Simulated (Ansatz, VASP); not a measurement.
## One calculation of PbS, two programs

```
Pb S
1.0
     0.02965    2.97982    2.97982
     2.97982    0.02965    2.97982
     2.97982    2.97982    0.02965
Pb S
1 1
Direct
  0.00000 0.00000 0.00000
  0.50000 0.50000 0.50000
```

Change from the starting cell: equal xy, yz and zx shear strains of +1 %.

Alike in both runs: task single point; functional LDA; k mesh 7 × 7 × 7; occupations fermi-dirac, width 0.01 eV; no spin polarisation.

|  | VASP | Ansatz |
| --- | --- | --- |
| version | VASP 6.6.1 | Ansatz 0.2.0 |
| potentials or method | VASP PAW LDA potentials, release 64 (Pb_d, S), cutoff 520 eV | all-electron LAPW, scalar-relativistic |

```tsv
	VASP	Ansatz	Ansatz less VASP
gap on the k mesh at the Fermi level (eV)	0.79	0.80	+0.006
pressure (GPa)	-2.6	-2.6	-0.04
traceless stress, the component that is largest in VASP (GPa)	-0.21	-0.21	-0.001
```

LDA's correlation is that of Perdew and Zunger in VASP and of Perdew and Wang (1992) in Ansatz. Ansatz ran all-electron here, and VASP with PAW potentials.

Neither program's run includes spin-orbit coupling.
